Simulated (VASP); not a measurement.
## Ga4AsN3: single point with PBE

Crystal: Ga4AsN3.

```
CELL_PARAMETERS angstrom
5.05176 0.00000 0.00000
0.00000 5.05176 0.00000
0.00000 0.00000 5.05176
ATOMIC_POSITIONS crystal
Ga 0.00000 0.50000 0.00000
Ga 0.50000 0.50000 0.50000
Ga 0.00000 0.00000 0.50000
Ga 0.50000 0.00000 0.00000
As 0.00000 0.00000 0.00000
N 0.50000 0.00000 0.50000
N 0.50000 0.50000 0.00000
N 0.00000 0.50000 0.50000
```

```
Program                : VASP 6.6.1
Task                   : single point
Functional             : PBE
Potentials or basis    : VASP PAW PBE potentials, release 64 (Ga_d, As, N)
Cutoff                 : 520 eV
k mesh                 : 4 × 4 × 4
Occupations            : gaussian, width 0.1 eV
Spin                   : no spin polarisation
Dipole correction      : no
Further INCAR settings : ALGO = Normal; EDIFF = 1e-06; NBANDS = 46
```

- Pressure: -17.4 GPa
- Band gap on the k mesh: zero (bands 36 and 37 overlap by 0.71 eV)

Levels at points of the mesh, in eV from the Fermi level:
```tsv
k point	band 32	band 33	band 34	band 35	band 36	band 37	band 38	band 39	band 40	band 41
(0.00, 0.00, 0.00)	-1.95	-1.95	-1.74	-1.74	-1.74	-0.50	-0.18	-0.18	-0.18	5.97
(0.50, 0.00, 0.00)	-3.05	-1.10	-1.10	-1.03	-1.03	0.99	1.48	1.49	3.06	5.43
(0.50, 0.50, 0.00)	-2.06	-0.38	-0.28	-0.08	-0.08	2.12	2.69	3.27	3.41	3.41
(0.50, 0.50, 0.50)	-0.20	-0.20	0.21	0.21	0.21	2.11	2.11	2.11	3.87	4.07
```

Run time: 40 s on 1 thread of Intel(R) Xeon(R) 6975P-C (Granite Rapids), on a shared host, peak memory 0.25 GiB.

Caveat: the cell stands under tension; semilocal functionals underestimate gaps, so a narrow gap can read as zero.
